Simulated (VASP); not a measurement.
**K: single point with PBE**

Crystal: K.

```
K
1.0
     4.22403    0.00000    0.00000
    -2.11201    3.65811    0.00000
     0.00000    0.00000    3.97058
K
1
Direct
  0.00000 0.00000 0.00000
```

This cell differs from its parent crystal: volume scaled by 0.8.

- Program: VASP 6.6.1
- Task: single point
- Functional: PBE
- Potentials or basis: VASP PAW PBE potentials, release 64 (K_sv)
- Cutoff: 520 eV
- k mesh: 10 × 10 × 9
- Occupations: fermi-dirac, width 0.08 eV
- Spin: no spin polarisation

* Pressure: 1.1 GPa

Stress tensor (GPa, compression positive):
```
1.09 0.00 0.00
0.00 1.09 0.00
0.00 0.00 0.97
```

Levels at points of the mesh, in eV from the Fermi level:
```tsv
k point	band 1	band 2	band 3	band 4	band 5	band 6	band 7	band 8	band 9	band 10
(0.00, 0.00, 0.00)	-32.18	-15.60	-15.60	-15.59	-2.43	3.00	4.32	4.32	6.81	6.81
(0.50, 0.00, 0.00)	-32.17	-15.75	-15.64	-15.58	0.28	0.55	3.08	5.08	6.36	6.48
```

Run time: 41 s on 1 thread of Intel Xeon 8259CL (shared host), peak memory 0.19 GiB.
